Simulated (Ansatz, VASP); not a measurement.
AlN: VASP beside Ansatz

```
CELL_PARAMETERS angstrom
0.00000 2.18399 2.18399
2.18399 0.00000 2.18399
2.18399 2.18399 0.00000
ATOMIC_POSITIONS crystal
Al 0.00000 0.00000 0.00000
N 0.25000 0.25000 0.25000
```

Alike in both runs: task single point; functional B3LYP5; k mesh 5 × 5 × 5; occupations fermi-dirac, width 0.05 eV; no spin polarisation.

|  | VASP | Ansatz |
| --- | --- | --- |
| version | VASP 6.6.1 | Ansatz 0.2.0 |
| potentials or method | VASP PAW PBE potentials, release 64 (Al, N) | Ansatz PAW |
| plane-wave cutoff (eV) | 520 | 420 |
| valence electrons in the cell | 8 | 8 |

Ansatz gave:

* gap on the k mesh at the Fermi level (eV): 5.86
* least direct gap on the mesh (eV): 6.19
* pressure (GPa): 2.7

Problem. Which values does VASP return?

Solution. gap on the k mesh at the Fermi level (eV): 5.86; least direct gap on the mesh (eV): 6.19; pressure (GPa): 3.3.

VASP's potentials were made for PBE, not for B3LYP5. With one functional, cell and mesh, what is left measures potentials, basis and numerics.

The k mesh is coarse, so the values compare programs but aren't converged. Noted on Ansatz's run: odd divisions of the mesh miss points on the zone boundary, where band edges often lie, so the gap on the mesh can be too wide.
